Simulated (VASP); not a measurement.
A run of VASP 6.6.1 is set up as follows.

File INCAR:

```
SYSTEM = SrCl2
ALGO = Normal ; EDIFF = 1E-6
EDIFFG = -0.01 ; ENCUT = 600
GGA = PE ; IBRION = 2
ISIF = 3 ; ISMEAR = 0
LASPH = .True. ; LCHARG = .False.
LREAL = .False. ; LWAVE = .False.
NELM = 100 ; NSW = 60
PREC = Accurate ; PSTRESS = 300.0
SIGMA = 0.01
```

Contents of KPOINTS:

```
k-points
0
Gamma
  6 6 5
  0 0 0
```

File POSCAR:

```
SrCl2
1.0
    4.3900000000      0.0000000000      0.0000000000
   -2.1950000000      3.8018515226      0.0000000000
    0.0000000000      0.0000000000      4.8290000000
Sr Cl
1 2
Direct
    0.0000000000      0.0000000000      0.0000000000
    0.3333333333      0.6666666667      0.5000000000
    0.6666666667      0.3333333333      0.5000000000
```

Potentials or basis: VASP PAW PBE potentials, release 64 (Sr_sv, Cl).

Run with:

```bash
$ cat potpaw_PBE.64/Sr_sv/POTCAR potpaw_PBE.64/Cl/POTCAR > POTCAR
$ mpirun -np 1 vasp_std > vasp.out
```

Predict the relaxed cell.

a = 4.492 Å, b = 4.492 Å, c = 3.048 Å, α = 90.00°, β = 90.00°, γ = 120.00°.

What does it give for the band gap on the k mesh?

0.62 eV, indirect (least direct gap 1.41 eV).

Predict the space group after relaxing (to 0.05 Å).

P6/mmm (No. 191).

Final structure:
```
CELL_PARAMETERS angstrom
4.49206 0.00000 0.00000
-2.24603 3.89023 0.00000
0.00000 0.00000 3.04827
ATOMIC_POSITIONS crystal
Sr 0.00000 0.00000 0.00000
Cl 0.33333 0.66667 0.50000
Cl 0.66667 0.33333 0.50000
```

Caveat: the cell is relaxed towards a set pressure, so the enthalpy falls and the energy may rise. A k mesh can miss the band edges.
